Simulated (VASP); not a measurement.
A run of VASP 6.6.1:

File INCAR:

```
SYSTEM = Si
  ALGO = Normal
  EDIFF = 1E-6
  ENCUT = 520
  GGA = PE
  ISIF = 2
  ISMEAR = 0
  LASPH = .TRUE.
  LCHARG = .TRUE.
  LELF = .TRUE.
  LREAL = .FALSE.
  LVHAR = .TRUE.
  LWAVE = .FALSE.
  NBANDS = 8
  NELM = 100
  PREC = Accurate
  SIGMA = 0.014
```

KPOINTS

```
k-points
0
G
  13 13 13
  0 0 0
```

Contents of POSCAR:

```
Si
1.0
   -1.6269149300      1.6269149300      1.3203298500
    1.6269149300     -1.6269149300      1.3203298500
    1.6269149300      1.6269149300     -1.3203298500
Si
1
Direct
    0.0000000000      0.0000000000      0.0000000000
```

Potentials or basis: VASP PAW PBE potentials, release 64 (Si).

Command:

```bash
$ cat potpaw_PBE.64/Si/POTCAR > POTCAR
$ mpirun -np 1 vasp_std > vasp.out
```

Hardware: 1 thread of AMD EPYC 7R13, with other jobs on the host.

Q: Estimate the wall time of this run.

A: Run time: 30 s on 1 thread of AMD EPYC 7R13 (shared host), peak memory 0.1 GiB. Counts: scf iterations 9, k points 196.
